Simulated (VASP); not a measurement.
A run of VASP 6.6.1:

Contents of POSCAR:

```
PtS2
1.0
    3.5478362341      0.0000000000      0.0000000000
   -1.7739181171      3.0725163072      0.0000000000
    0.0000000000      0.0000000000      5.9501668774
Pt S
1 2
Direct
    0.0000000000      0.0000000000      0.0000000000
    0.3333333333      0.6666666667      0.2077409630
    0.6666666667      0.3333333333      0.7922590370
```

File INCAR.step1:

```
  ALGO = Normal
  EDIFF = 1E-4
  ENCUT = 520
  GGA = PE
  ISMEAR = 0
  LASPH = T
  LCHARG = F
  LREAL = F
  LWAVE = T
  NBANDS = 18
  NELM = 60
  PREC = Accurate
  SIGMA = 0.02
```

INCAR.step2

```
  ALGO = Normal
  EDIFF = 1E-6
  ENCUT = 520
  ISIF = 2
  ISMEAR = 0
  ISTART = 1
  LASPH = T
  LCHARG = F
  LMIXTAU = T
  LREAL = F
  LWAVE = F
  METAGGA = R2SCAN
  NBANDS = 18
  NELM = 60
  PREC = Accurate
  SIGMA = 0.02
```

Contents of KPOINTS:

```
k-points
0
Gamma
  12 12 6
```

Potentials or basis: VASP PAW PBE potentials, release 64 (Pt, S).

Launch:

```console
$ cat potpaw_PBE.64/Pt/POTCAR potpaw_PBE.64/S/POTCAR > POTCAR
$ cp INCAR.step1 INCAR
$ mpirun -np 1 vasp_std > vasp.out
$ cp INCAR.step2 INCAR
$ mpirun -np 1 vasp_std > vasp.out
```

Hardware: 1 thread of Intel(R) Xeon(R) Platinum 8488C (Sapphire Rapids), with other jobs on the host.

Question: Estimate the wall time of this run.

Answer: Run time: 5.2 min on 1 thread of Intel(R) Xeon(R) Platinum 8488C (Sapphire Rapids) (shared host), peak memory 0.27 GiB. Counts: k points 100.
